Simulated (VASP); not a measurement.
Set up this calculation in VASP 6.6.1, as the native input.

* Task: single point
* Functional: PBEsol
* Potentials or basis: VASP PAW PBE potentials, release 64 (Cu)
* Cutoff: 520 eV
* k mesh: 12 × 12 × 12
* Occupations: fermi-dirac, width 0.06 eV
* Spin: no spin polarisation
* Dipole correction: no
* Further INCAR settings: ALGO = Normal; EDIFF = 1e-06; NBANDS = 12

The structure of Cu lies in POSCAR:

```
Cu
1.0
    0.0000000000      1.8084895000      1.8084895000
    1.8084895000      0.0000000000      1.8084895000
    1.8084895000      1.8084895000      0.0000000000
Cu
1
Direct
    0.0000000000      0.0000000000      0.0000000000
```

The input as run:

INCAR

```
PREC = Accurate ; ENCUT = 520
EDIFF = 1E-6 ; ISMEAR = -1
SIGMA = 0.06 ; LREAL = F
LASPH = T ; NELM = 100
ALGO = Normal ; ISIF = 2
LWAVE = F ; LCHARG = T
GGA = PS ; LELF = T
LVHAR = T ; NBANDS = 12
```

KPOINTS

```
regular mesh
0
Gamma
  12 12 12
```

Potentials or basis: VASP PAW PBE potentials, release 64 (Cu).

Command:

```console
$ cat potpaw_PBE.64/Cu/POTCAR > POTCAR
$ mpirun -np 1 vasp_std > vasp.out
```

Results of the run:

The pressure is -6.1 GPa.

Caveat: the PAW data sets were made with another functional, which shifts forces and pressure a little.

Run time: 5.7 s on 1 thread of Intel(R) Xeon(R) 6975P-C (Granite Rapids), with other jobs on the host, peak memory 0.12 GiB.
